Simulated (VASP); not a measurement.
# I (Fd-3m) in VASP: a series of runs, part 2 of 2

VASP 6.6.1. Earlier steps stand in the parts before.

## 4. Single point, PBEsol

This run uses another cell than the first one, of 34.74 Å³/atom.

INCAR reads:

```
PREC = Accurate ; ENCUT = 520
EDIFF = 1E-6 ; ISMEAR = -1
SIGMA = 0.02 ; LREAL = F
LASPH = T ; NELM = 100
ALGO = Normal ; ISIF = 2
LWAVE = F ; LCHARG = T
GGA = PS ; LELF = T
LVHAR = T ; NBANDS = 14
```

KPOINTS reads:

```
Automatic mesh
0
Gamma
  6 6 6
```

POSCAR reads:

```
I
1.0
    0.0000000000      3.2630718129      3.2630718129
    3.2630718129      0.0000000000      3.2630718129
    3.2630718129      3.2630718129      0.0000000000
I
2
Direct
    0.0000000000      0.0000000000      0.0000000000
    0.2500000000      0.2500000000      0.2500000000
```

Potentials or basis: VASP PAW PBE potentials, release 64 (I).

Run with:

```bash
cat potpaw_PBE.64/I/POTCAR > POTCAR
mpirun -np 1 vasp_std > vasp.out
```

OUTCAR:

```text
PREC = Accurate
   ENCUT = 520
   EDIFF = 1E-6
   ISMEAR = -1
   LREAL = F
   LASPH = T
   NELM = 100
   ISIF = 2
   GGA = PS

 ion  position               nearest neighbor table
   1  0.000  0.000  0.000-   2 2.83   2 2.83   2 2.83   2 2.83
   2  0.250  0.250  0.250-   1 2.83   1 2.83   1 2.83   1 2.83

  LATTYP: Found a face centered cubic cell.
 ALAT       =     6.5261436258

  Lattice vectors:

 A1 = (   0.0000000000,   3.2630718129,   3.2630718129)
 A2 = (   3.2630718129,   0.0000000000,   3.2630718129)
 A3 = (   3.2630718129,   3.2630718129,   0.0000000000)

Analysis of symmetry for initial positions (statically):
=====================================================================
 Subroutine PRICEL returns:
 Original cell was already a primitive cell.

 Routine SETGRP: Setting up the symmetry group for a
 face centered cubic supercell.

 Subroutine GETGRP returns: Found 48 space group operations
 (whereof 24 operations were pure point group operations)
 out of a pool of 48 trial point group operations.

The static configuration has the point symmetry T_d .
[... 167 lines left out ...]
      5       0.9642      2.00000
      6       3.8761      2.00000
      7       3.8761      2.00000
      8       3.8761      2.00000
      9       9.2009      0.00000
     10      11.4800      0.00000
     11      11.4800      0.00000
     12      13.3377      0.00000
     13      13.3377      0.00000
     14      13.3377      0.00000
[... 241 lines left out ...]
      1      -8.3167      2.00000
      2      -8.3167      2.00000
      3      -0.6944      2.00000
      4      -0.6944      2.00000
      5       3.4679      2.00000
      6       3.4679      2.00000
      7       6.5905      0.00000
      8       6.5905      0.00000
      9      10.5071      0.00000
     10      10.5071      0.00000
     11      13.2524      0.00000
     12      13.2524      0.00000
     13      16.0436      0.00000
     14      16.0436      0.00000

------------------------ aborting loop because EDIFF is reached ----------------------------------------

  FORCE on cell =-STRESS in cart. coord.  units (eV):
  Direction    XX          YY          ZZ          XY          YZ          ZX
  --------------------------------------------------------------------------------------
  -------------------------------------------------------------------------------------
  Total        8.6724921      8.6724921      8.6724921     -0.0000000      0.0000000      0.0000000
  in kB      199.9606801    199.9606801    199.9606801     -0.0000000      0.0000000      0.0000000
  external PRESSURE =     199.9606801 kB  Pullay stress =       0.0000000 kB

 VOLUME and BASIS-vectors are now :
 -----------------------------------------------------------------------------
  energy-cutoff  :      520.00
  volume of cell :       69.49
      direct lattice vectors                 reciprocal lattice vectors
     0.000000000  3.263071813  3.263071813    -0.153229849  0.153229849  0.153229849
     3.263071813  0.000000000  3.263071813     0.153229849 -0.153229849  0.153229849
     3.263071813  3.263071813  0.000000000     0.153229849  0.153229849 -0.153229849

 POSITION                                       TOTAL-FORCE (eV/Angst)
 -----------------------------------------------------------------------------------
      0.00000      0.00000      0.00000         0.000000      0.000000      0.000000
      1.63154      1.63154      1.63154        -0.000000     -0.000000     -0.000000
 -----------------------------------------------------------------------------------
    total drift:                                0.000000      0.000000     -0.000000

  FREE ENERGIE OF THE ION-ELECTRON SYSTEM (eV)
  ---------------------------------------------------
  free  energy   TOTEN  =        -0.5732383877 eV

  energy  without entropy=       -0.5637675362  energy(sigma->0) =       -0.56850296
```

OSZICAR:

```text
N       E                     dE             d eps       ncg     rms          rms(c)
DAV:   1     0.622181808824E+02    0.62218E+02   -0.52028E+03   448   0.792E+02
DAV:   2     0.335504866942E+01   -0.58863E+02   -0.54860E+02   586   0.137E+02
DAV:   3    -0.511366284712E+00   -0.38664E+01   -0.38285E+01   586   0.354E+01
DAV:   4    -0.577116813319E+00   -0.65751E-01   -0.65739E-01   540   0.583E+00
DAV:   5    -0.578528403596E+00   -0.14116E-02   -0.14116E-02   574   0.840E-01    0.190E+01
DAV:   6    -0.574589358252E+00    0.39390E-02   -0.27189E-03   514   0.282E-01    0.114E+01
DAV:   7    -0.573309377817E+00    0.12800E-02   -0.36376E-03   526   0.290E-01    0.237E-01
DAV:   8    -0.573235892168E+00    0.73486E-04   -0.19765E-04   544   0.800E-02    0.100E-01
DAV:   9    -0.573238277960E+00   -0.23858E-05   -0.18084E-05   544   0.232E-02    0.939E-03
DAV:  10    -0.573238387680E+00   -0.10972E-06   -0.15463E-06   428   0.666E-03
   1 F= -.57323839E+00 E0= -.56850296E+00  d E =-.947085E-02
```

Wall time 13 s (1 thread of Intel Xeon Platinum 8259CL at 2.50GHz (Skylake/Cascade Lake), shared host); peak memory 0.2 GiB.

Results:

| Quantity | Value |
| --- | --- |
| Free energy | -0.5732 eV |
| Pressure | 20.0 GPa |
| Band gap on the k mesh | zero (bands 7 and 8 overlap by 3.38 eV) |

Caveat: the cell stands under pressure; the PAW data sets were made with another functional, which shifts forces and pressure a little; spin-orbit coupling is left out, which moves the levels of the heavy elements.

## 5. Summary

```tsv
cell	gap on the mesh (eV)	pressure (GPa)
a = 4.181 Å, angles 60.0°, 2 atoms	none	60.3
a = 4.347 Å, angles 60.0°, 2 atoms	none	40.1
a = 4.615 Å, angles 60.0°, 2 atoms	none	20.0
```

Alike in all rows: task single point; level PBEsol; potentials or basis VASP PAW PBE potentials, release 64 (I); no spin polarisation; k mesh 6 × 6 × 6; cutoff (eV) 520; smearing fermi-dirac 0.02 eV.

Caveats: the cell stands under pressure; the PAW data sets were made with another functional, which shifts forces and pressure a little; spin-orbit coupling is left out, which moves the levels of the heavy elements.

Total energies depend on the potentials used, so only differences within one code and one set of settings carry meaning.
